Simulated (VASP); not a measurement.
Runs of VASP 6.6.1 on Hf. The structure is that of space group I4/mmm (No. 139), or close to it. The cells are those of the table. 

| cell | gap on the mesh (eV) | pressure (GPa) |
| --- | --- | --- |
| a = 3.083, b = 3.083, c = 2.888 Å, angles 62.1, 62.1, 55.9°, 1 atom | none | 13.9 |
| a = 3.203, b = 3.203, c = 3.265 Å, angles 59.4, 59.4, 61.3°, 1 atom | none | -8.9 |
| a = 3.083, b = 3.083, c = 3.265 Å, angles 58.0, 58.0, 64.0°, 1 atom | none | (b) |
| a = 3.017, b = 3.017, c = 3.140 Å, angles 58.6, 58.6, 62.7°, 1 atom | none | 7.8 |
| a = 3.077, b = 3.077, c = 3.140 Å, angles 59.3, 59.3, 61.3°, 1 atom | none | (a) |

Alike in all rows: task single point; level PBEsol; potentials or basis VASP PAW PBE potentials, release 64 (Hf_pv); no spin polarisation; k mesh 18 × 18 × 18; cutoff (eV) 520; smearing gaussian 0.15 eV.

Estimate the missing entries.

(a) 2.6; (b) -1.5.

Caveats: the PAW data sets were made with another functional, which shifts forces and pressure a little; spin-orbit coupling is left out, which moves the levels of the heavy elements; the cell stands under pressure (at least some runs); the cell stands under tension (at least some runs).

A k mesh can miss the band edges, and the runs leave out spin-orbit coupling on Hf.

A gap of «none» marks levels without a gap at the run's occupations.
